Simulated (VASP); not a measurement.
# Mo: single point with PBE

System: Mo, a slab with vacuum.

```
CELL_PARAMETERS angstrom
4.47010 0.00000 0.00000
-2.23505 3.87122 0.00000
0.00000 0.00000 19.64980
ATOMIC_POSITIONS crystal
Mo 0.83333 0.16667 0.40713
Mo 0.16667 0.83333 0.45356
Mo 0.50000 0.50000 0.50000
Mo 0.83333 0.16667 0.54644
Mo 0.16667 0.83333 0.59287
```

```yaml
Program: VASP 6.6.1
Task: single point
Functional: PBE
Potentials_or_basis: VASP PAW PBE potentials, release 64 (Mo_sv)
Cutoff: 520 eV
k_mesh: 10 × 10 × 1
Occupations: fermi-dirac, width 0.1 eV
Spin: no spin polarisation
```

```
Largest force : 2.654 eV/Å
```

Forces in eV/Å, atoms in the order of the input:
```
Mo   0.000  0.000  2.654
Mo   0.000  0.000  0.841
Mo   0.000  0.000  0.000
Mo   0.000  0.000 -0.841
Mo   0.000  0.000 -2.654
```

Levels at points of the mesh, in eV from the Fermi level:
```
           k point  band 32  band 33  band 34  band 35  band 36  band 37  band 38  band 39
(0.00, 0.00, 0.00)    -1.43    -1.22    -1.22    -0.91     0.13     0.96     0.96     1.01
(0.50, 0.00, 0.00)    -1.52    -1.25    -0.44    -0.03     0.17     0.35     0.55     0.60
```

Wall time 12 min on 1 thread of AMD EPYC 7R43 64-Core Processor (Zen 3), on a shared host, peak memory 0.46 GiB.
